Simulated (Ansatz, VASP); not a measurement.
## Al in VASP and in Ansatz

INCAR

```
SYSTEM = Al
ALGO = Normal
EDIFF = 1E-7
ENCUT = 520
GGA = PS
ISIF = 2
ISMEAR = 0
IVDW = 12
LASPH = .TRUE.
LCHARG = .FALSE.
LREAL = .FALSE.
LWAVE = .FALSE.
NBANDS = 14
NELM = 60
PREC = Accurate
SIGMA = 0.15
```

The input KPOINTS:

```
k-points
0
G
  18 18 6
  0 0 0
```

File POSCAR:

```
Al
1.0
    2.9145058437      0.0000000000      0.0000000000
   -1.4572529218      2.5240361001      0.0000000000
    0.0000000000      0.0000000000      8.8283296511
Al
4
Direct
    0.0000000000      0.0000000000      0.0000000000
    0.3333333333      0.6666666667      0.2500000000
    0.0000000000      0.0000000000      0.5000000000
    0.6666666667      0.3333333333      0.7500000000
```

Input for Ansatz:

```yaml
crystal:
  lattice:
    - [2.9145058437, 0.0, 0.0]
    - [-1.4572529218, 2.5240361001, 0.0]
    - [0.0, 0.0, 8.8283296511]
  atoms:
    - { symbol: Al, position: [0.0, 0.0, 0.0] }
    - { symbol: Al, position: [0.3333333333, 0.6666666667, 0.25] }
    - { symbol: Al, position: [0.0, 0.0, 0.5] }
    - { symbol: Al, position: [0.6666666667, 0.3333333333, 0.75] }
basis:
  ecutwfc: 420
kpoints:
  mp_grid: { grid: [18, 18, 6] }
hamiltonian:
  xc: pbesol
  pseudopotentials: { kind: paw, azcp: { folder: soft_1 } }
  dispersion: d3bj
scf:
  occupations: { method: gaussian, width: 0.15 }
output:
  forces: true
  stress: true
  eigenvalues: true
```

Alike in both runs: task single point; functional PBEsol; dispersion D3(BJ); k mesh 18 × 18 × 6; occupations gaussian, width 0.15 eV; no spin polarisation.

```csv
,VASP,Ansatz
version,VASP 6.6.1,Ansatz 0.2.0
potentials or method,"VASP PAW PBE potentials, release 64 (Al), cutoff 520 eV","scalar-relativistic, plane waves, PAW"
valence electrons in the cell,12,12
```

Ansatz gave:

| Property | Result |
| --- | --- |
| gap on the k mesh at the Fermi level (eV) | none |
| pressure (GPa) | -2.6 |
| traceless stress, the component that is largest in VASP (GPa) | 3.69 |

Question: Estimate VASP's values.

Answer: gap on the k mesh at the Fermi level (eV): none; pressure (GPa): -2.5; traceless stress, the component that is largest in VASP (GPa): 3.72.

VASP's potentials were made for PBE, not for PBEsol, and Ansatz warns of the same on its side. A gap of «none» marks a metal or a gap that the smearing closes.
